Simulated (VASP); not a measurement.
# BN: relaxation of cell and atoms with PBE

Crystal: BN.

```
B N
1.0
     0.00000    1.80750    1.80750
     1.80750    0.00000    1.80750
     1.80750    1.80750    0.00000
B N
1 1
Direct
  0.00000 0.00000 0.00000
  0.25000 0.25000 0.25000
```

| Quantity | Value |
| --- | --- |
| Program | VASP 6.6.1 |
| Task | relaxation of cell and atoms |
| Functional | PBE |
| Potentials or basis | VASP PAW PBE potentials, release 64 (B, N) |
| Cutoff | 600 eV |
| k mesh | 12 × 12 × 12 |
| Occupations | gaussian, width 0.02 eV |
| Spin | no spin polarisation |
| Dipole correction | no |
| Further INCAR settings | ALGO = Normal; EDIFF = 1e-07; IBRION = 2; EDIFFG = -0.002; NSW = 100; ISIF = 3 |

- Relaxed volume: 5.95 Å³/atom
- Relaxed cell: a = 2.563 Å, b = 2.563 Å, c = 2.563 Å, α = 60.00°, β = 60.00°, γ = 60.00°
- Space group after relaxing (to 0.1 Å): F-43m (No. 216)
- Energy gained by relaxing: 0.4 meV/atom
- Ionic steps: 3
- Pressure after relaxing: 0.0 GPa
- Band gap on the k mesh: 4.45 eV (least direct gap 8.78 eV)

Step by step:
| step | energy change (eV) | largest force (eV/Å) | pressure (GPa) | volume (Å³) |
| --- | --- | --- | --- | --- |
| 1 | 0.0000 | 0.0000 | 3.01 | 11.81 |
| 2 | 0.0000 | 0.0000 | -2.96 | 12.00 |
| 3 | -0.0009 | 0.0000 | 0.01 | 11.90 |

Final structure:
```
B N
1.0
     0.00000    1.81229    1.81229
     1.81229    0.00000    1.81229
     1.81229    1.81229    0.00000
B N
1 1
Direct
  0.00000 0.00000 0.00000
  0.25000 0.25000 0.25000
```

Levels at points of the mesh, in eV from the valence-band top:
```csv
k point,band 1,band 2,band 3,band 4,band 5,band 6,band 7,band 8
"(0.00, 0.00, 0.00)",-20.14,0.00,0.00,0.00,8.78,8.78,8.78,10.22
"(0.50, 0.00, 0.00)",-15.96,-10.62,-1.93,-1.93,10.04,10.66,10.66,15.18
"(0.50, 0.50, 0.00)",-14.61,-8.86,-4.86,-4.86,4.45,9.19,17.80,17.80
```

Run time: 16 s on 1 thread of Intel Xeon 8259CL (shared host), peak memory 0.12 GiB.

A k mesh can miss the band edges. Zero-point motion and thermal expansion aren't in these numbers.
